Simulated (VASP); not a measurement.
# SiC (v.bA) (F-43m) in VASP: a series of runs, part 2 of 2

VASP 6.6.1. Earlier steps stand in the parts before.

**4. Relaxation of cell and atoms, PBE**

File INCAR:

```
PREC     = Accurate       # precision mode
ENCUT    = 600            # plane-wave cutoff, eV
EDIFF    = 1E-7           # SCF threshold, eV
ISMEAR   = 0              # smearing method
SIGMA    = 0.02           # smearing width, eV
LREAL    = False          # projectors in reciprocal space
LASPH    = True           # aspherical terms in the spheres
NELM     = 120            # most SCF steps
ALGO     = Normal         # electronic algorithm
ISIF     = 3              # what is computed and relaxed
LWAVE    = False          # write WAVECAR
LCHARG   = False          # write CHGCAR
GGA      = PE             # functional
IBRION   = 2              # ionic algorithm
NSW      = 100            # ionic steps
EDIFFG   = -0.002         # ionic threshold
GGA_COMPAT= False        
NELMIN   = 4
```

File KPOINTS:

```
Automatic mesh
0
Gamma
  10 10 10
```

File POSCAR:

```
SiC
1.0
    0.0000000000      2.1800000000      2.1800000000
    2.1800000000      0.0000000000      2.1800000000
    2.1800000000      2.1800000000      0.0000000000
Si C
1 1
Direct
    0.0000000000      0.0000000000      0.0000000000
    0.2500000000      0.2500000000      0.2500000000
```

Potentials or basis: VASP PAW PBE potentials, release 64 (Si, C).

Launch:

```
cat potpaw_PBE.64/Si/POTCAR potpaw_PBE.64/C/POTCAR > POTCAR
mpirun -np 1 vasp_std > vasp.out
```

OUTCAR:

```text
PREC = Accurate
   ENCUT = 600
   EDIFF = 1E-7
   ISMEAR = 0
   LREAL = False
   LASPH = True
   NELM = 120
   ISIF = 3
   GGA = PE
   IBRION = 2
   NSW = 100
   EDIFFG = -0.002
   NELMIN = 4

 ion  position               nearest neighbor table
   1  0.000  0.000  0.000-   2 1.89   2 1.89   2 1.89   2 1.89
   2  0.250  0.250  0.250-   1 1.89   1 1.89   1 1.89   1 1.89

  LATTYP: Found a face centered cubic cell.
 ALAT       =     4.3600000000

  Lattice vectors:

 A1 = (   0.0000000000,   2.1800000000,   2.1800000000)
 A2 = (   2.1800000000,   0.0000000000,   2.1800000000)
 A3 = (   2.1800000000,   2.1800000000,   0.0000000000)

[... 252 lines left out ...]
  ext. energy  EPLUGINS =         0.00000000
  ---------------------------------------------------
  free energy    TOTEN  =       -15.06191143 eV

  energy without entropy =      -15.06191143  energy(sigma->0) =      -15.06191143

 E-fermi :   8.1066     XC(G=0): -11.2948

 val. band max:        7.9492393229   @ k =   0.0000   0.0000   0.0000
 cond. band min:       9.3195134634   @ k =   0.5000   0.5000   0.0000
 fundamental gap:      1.3702741405
 Fermi energy:         8.1066465251

 k-point     1 :       0.0000    0.0000    0.0000
  band No.  band energies     occupation
      1      -7.3439      2.00000
      2       7.9492      2.00000
      3       7.9492      2.00000
      4       7.9492      2.00000
      5      14.0180      0.00000
      6      15.1601      0.00000
      7      15.1601      0.00000
      8      15.1601      0.00000
[... 243 lines left out ...]
 k-point    24 :       0.4000    0.3000    0.0000
  band No.  band energies     occupation
      1      -4.2401      2.00000
      2       2.3850      2.00000
      3       4.8264      2.00000
      4       5.3469      2.00000
      5      10.8087      0.00000
      6      13.5159      0.00000
      7      19.4207      0.00000
      8      19.7483      0.00000

 [... further k-points ...]
[... 5 lines left out ...]
  --------------------------------------------------------------------------------------
  -------------------------------------------------------------------------------------
  Total        0.0005000      0.0005000      0.0005000      0.0000000     -0.0000000      0.0000000
  in kB        0.0381776      0.0381776      0.0381776      0.0000000     -0.0000000      0.0000000
  external PRESSURE =       0.0381776 kB  Pullay stress =       0.0000000 kB
[... 17 lines left out ...]
  FREE ENERGIE OF THE ION-ELECTRON SYSTEM (eV)
  ---------------------------------------------------
  free  energy   TOTEN  =       -15.0619114254 eV

  energy  without entropy=      -15.0619114254  energy(sigma->0) =      -15.06191143

 reached required accuracy - stopping structural energy minimisation
```

OSZICAR:

```text
N       E                     dE             d eps       ncg     rms          rms(c)
DAV:   1     0.759813404636E+01    0.75981E+01   -0.44286E+03   776   0.947E+02
DAV:   2    -0.164899266955E+02   -0.24088E+02   -0.22758E+02  1128   0.116E+02
DAV:   3    -0.169088661855E+02   -0.41894E+00   -0.41894E+00   864   0.189E+01
[... 25 lines left out ...]
DAV:   4    -0.150619108675E+02    0.27205E-04   -0.41841E-05   840   0.395E-02    0.146E-02
DAV:   5    -0.150619111551E+02   -0.28765E-06   -0.11759E-06  1032   0.881E-03    0.797E-03
DAV:   6    -0.150619115906E+02   -0.43546E-06   -0.10954E-07   632   0.281E-03    0.131E-03
DAV:   7    -0.150619114712E+02    0.11942E-06   -0.21630E-08   416   0.107E-03    0.256E-04
DAV:   8    -0.150619114254E+02    0.45781E-07   -0.18170E-09   408   0.405E-04
   3 F= -.15061911E+02 E0= -.15061911E+02  d E =-.225120E-02
```

CONTCAR:

```text
SiC
   1.00000000000000
     0.0000000000000000    2.1892437507347009    2.1892437507347009
     2.1892437507347009   -0.0000000000000000    2.1892437507347009
     2.1892437507347009    2.1892437507347009    0.0000000000000000
  Si              C
     1     1
Direct
     0.0000000000000000    0.0000000000000000    0.0000000000000000
     0.2500000000000000    0.2500000000000000    0.2500000000000000

  0.00000000E+00  0.00000000E+00  0.00000000E+00
  0.00000000E+00  0.00000000E+00  0.00000000E+00
```

It took 25 s on 1 thread of AMD EPYC 9R45 (Zen 5), shared host; peak memory 0.12 GiB.

What came out:

- Free energy: -15.0619 eV
- Relaxed volume: 10.49 Å³/atom
- Relaxed cell: a = 3.096 Å, b = 3.096 Å, c = 3.096 Å, α = 60.00°, β = 60.00°, γ = 60.00°
- Space group after relaxing (to 0.05 Å): F-43m (No. 216)
- Energy gained by relaxing: 1.1 meV/atom
- Ionic steps: 3
- Pressure after relaxing: 0.0 GPa
- Band gap on the k mesh: 1.37 eV, indirect (least direct gap 4.53 eV)

The path:
```tsv
step	energy change (eV)	largest force (eV/Å)	pressure (GPa)	volume (Å³)
1	0.0000	0.0000	2.76	20.72
2	0.0001	0.0000	-2.70	21.26
3	-0.0023	0.0000	0.00	20.99
```

Final structure:
```cif
data_structure
_symmetry_space_group_name_H-M 'P 1'
_symmetry_Int_Tables_number 1
_cell_length_a 3.0961
_cell_length_b 3.0961
_cell_length_c 3.0961
_cell_angle_alpha 60.000
_cell_angle_beta 60.000
_cell_angle_gamma 60.000
_cell_volume 20.99
loop_
_atom_site_label
_atom_site_type_symbol
_atom_site_fract_x
_atom_site_fract_y
_atom_site_fract_z
_atom_site_occupancy
Si1 Si 0.00000 0.00000 0.00000 1
C1 C 0.25000 0.25000 0.25000 1
```

**5. Summary**

```tsv
task	cell	k mesh	smearing	gap on the mesh (eV)	pressure (GPa)
single point	a = 3.083 Å, angles 60.0°, 2 atoms	8 × 8 × 8	gaussian 0.1 eV	1.36	2.8
single point	a = 3.097 Å, angles 60.0°, 2 atoms	10 × 10 × 10	gaussian 0.02 eV	1.37	-0.2
relaxation of cell and atoms	relaxed from a = 3.083 Å, angles 60.0°, 2 atoms	10 × 10 × 10	gaussian 0.02 eV	1.37	0.0
```

Alike in all rows: level PBE; potentials or basis VASP PAW PBE potentials, release 64 (Si, C); no spin polarisation; cutoff (eV) 600.

Absolute energies hang on the potentials; compare differences alone.
